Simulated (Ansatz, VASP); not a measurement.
One calculation of Al, two programs

Contents of INCAR:

```
PREC = Accurate
ENCUT = 520
EDIFF = 1E-6
ISMEAR = 0
SIGMA = 0.15
LREAL = F
LASPH = T
NELM = 60
ALGO = Fast
ISIF = 2
LWAVE = F
LCHARG = F
GGA = PE
NBANDS = 8
```

File KPOINTS:

```
regular mesh
0
Gamma
  20 20 20
```

POSCAR

```
Al
1.0
    0.0000000000      2.0543397000      2.0239800000
    2.0543397000      0.0000000000      2.0239800000
    2.0543397000      2.0543397000      0.0000000000
Al
1
Direct
    0.0000000000      0.0000000000      0.0000000000
```

Input for Ansatz:

```yaml
crystal:
  lattice:
    - [0.0, 2.0543397, 2.02398]
    - [2.0543397, 0.0, 2.02398]
    - [2.0543397, 2.0543397, 0.0]
  atoms:
    - { symbol: Al, position: [0.0, 0.0, 0.0] }
basis:
  ecutwfc: 420
kpoints:
  mp_grid: { grid: [20, 20, 20] }
hamiltonian:
  xc: pbe
scf:
  occupations: { method: gaussian, width: 0.15 }
output:
  forces: true
  stress: true
  eigenvalues: true
```

Change from the starting cell: strain +0.015 along x and y, +0.000 along z, atoms carried along.

Alike in both runs: task single point; functional PBE; k mesh 20 × 20 × 20; occupations gaussian, width 0.15 eV; no spin polarisation.

|  | VASP | Ansatz |
| --- | --- | --- |
| version | VASP 6.6.1 | Ansatz 0.2.0 |
| potentials or method | VASP PAW PBE potentials, release 64 (Al), cutoff 520 eV | scalar-relativistic, plane waves, PAW |
| valence electrons in the cell | 3 | 3 |

```tsv
	VASP	Ansatz	Ansatz less VASP
gap on the k mesh at the Fermi level (eV)	none	none	-
pressure (GPa)	-2.5	-2.5	+0.04
```

A gap of «none» marks a metal or a gap that the smearing closes. With one functional, cell and mesh, what is left measures potentials, basis and numerics.
